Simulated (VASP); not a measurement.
Set up this calculation in VASP 6.6.1, as the native input.

```yaml
Task: single point
Functional: PBE
Potentials_or_basis: VASP PAW PBE potentials, release 64 (V_sv)
Cutoff: 520 eV
k_mesh: 6 × 6 × 1
Occupations: gaussian, width 0.1 eV
Spin: collinear spin, ferromagnetic start
Starting_moments: "[2.0] μB"
Dipole_correction: yes
Further_INCAR_settings: ALGO = Normal; EDIFF = 1e-06; NBANDS = 16
```

The structure of V lies in POSCAR:

```
V
1.0
    3.2290040000      0.0000000000      0.0000000000
    0.0000000000      3.2290040000      0.0000000000
    0.0000000000      0.0000000000     14.0000000000
V
1
Direct
    0.0000000000      0.0000000000      0.5000000000
```

The input as run:

INCAR

```
SYSTEM = V
PREC = Accurate ; ENCUT = 520
EDIFF = 1E-6 ; ISMEAR = 0
SIGMA = 0.1 ; LREAL = .False.
LASPH = .True. ; NELM = 150
ALGO = Normal ; ISIF = 2
LWAVE = .False. ; LCHARG = .False.
ISPIN = 2 ; MAGMOM = 2
LORBIT = 11 ; LMAXMIX = 4
LDIPOL = .True. ; IDIPOL = 3
DIPOL = 0.5 0.5 0.500 ; GGA = PE
NBANDS = 16
```

KPOINTS

```
Automatic mesh
0
Gamma
  6 6 1
  0 0 0
```

Potentials or basis: VASP PAW PBE potentials, release 64 (V_sv).

Run with:

```sh
$ cat potpaw_PBE.64/V_sv/POTCAR > POTCAR
$ mpirun -np 1 vasp_std > vasp.out
```

It gave:

| Quantity | Value |
| --- | --- |
| Net moment | 3.83 μB per cell |
| Site moments | V +3.02 μB |
| Valence electrons inside the program's atomic spheres | V 11.25 |

Run time: 45 s on 1 thread of AMD EPYC 9R45 96-Core Processor (Zen 5), with other jobs on the host, peak memory 0.26 GiB.
